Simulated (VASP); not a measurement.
Set up this calculation in VASP 6.6.1, as the native input.

* Task: relaxation of cell and atoms
* Functional: PBE
* Potentials or basis: VASP PAW PBE potentials, release 64 (Cr_pv, O)
* Cutoff: 600 eV
* k mesh: 18 × 18 × 8
* Occupations: gaussian, width 0.1 eV
* Spin: collinear spin, ferromagnetic start
* Starting moments: [1.92, 0.0, 0.0] μB
* Dipole correction: no
* Further INCAR settings: ALGO = Normal; EDIFF = 1e-07; IBRION = 2; EDIFFG = -0.01; NSW = 100; ISIF = 3

The structure of CrO2 lies in POSCAR:

```
CrO2
1.0
    2.8944043023      0.0000000000      0.0000000000
   -1.4472021512      2.5066276546      0.0000000000
    0.0000000000      0.0000000000      5.0813120567
Cr O
1 2
Direct
    0.0000000000      0.0000000000      0.0000000000
    0.3333333333      0.6666666667      0.1862942552
    0.6666666667      0.3333333333      0.8137057448
```

The input as run:

INCAR

```
ALGO = Normal
EDIFF = 1E-7
EDIFFG = -0.01
ENCUT = 600
GGA = PE
GGA_COMPAT = False
IBRION = 2
ISIF = 3
ISMEAR = 0
ISPIN = 2
KPAR = 4
LASPH = True
LCHARG = False
LMAXMIX = 4
LORBIT = 11
LREAL = False
LWAVE = False
MAGMOM = 1.92 0 0
NELM = 200
NELMIN = 4
NSW = 100
PREC = Accurate
SIGMA = 0.1
```

KPOINTS

```
k-points
0
Gamma
  18 18 8
```

Potentials or basis: VASP PAW PBE potentials, release 64 (Cr_pv, O).

Command:

```bash
$ cat potpaw_PBE.64/Cr_pv/POTCAR potpaw_PBE.64/O/POTCAR > POTCAR
$ mpirun -np 4 vasp_std > vasp.out
```

It gave:

The relaxed volume is 12.32 Å³/atom and the relaxed cell is a = 2.897 Å, b = 2.897 Å, c = 5.085 Å, α = 90.00°, β = 90.00°, γ = 120.00°. The space group after relaxing (to 0.05 Å) is P-3m1 (No. 164) and the energy gained by relaxing is 0.1 meV/atom. The ionic steps are 4 and the pressure after relaxing is -0.1 GPa. The largest force after relaxing is 0.009 eV/Å. The band gap on the k mesh is zero (filled and empty bands overlap), the net moment is 2.00 μB per cell and the site moments are Cr +2.08; O -0.06 μB. The valence electrons inside the program's atomic spheres are Cr 10.86; O 5.00.

Caveat: a cell with one magnetic atom can't hold antiferromagnetic order, which such compounds often take; semilocal functionals often make such compounds metallic where correlation or magnetic order opens a gap, which also shifts bond lengths.

Wall time 2.7 min on 4 MPI ranks on AMD EPYC 9R45 96-Core Processor (Zen 5), on a shared host, peak memory 0.4 GiB a rank.
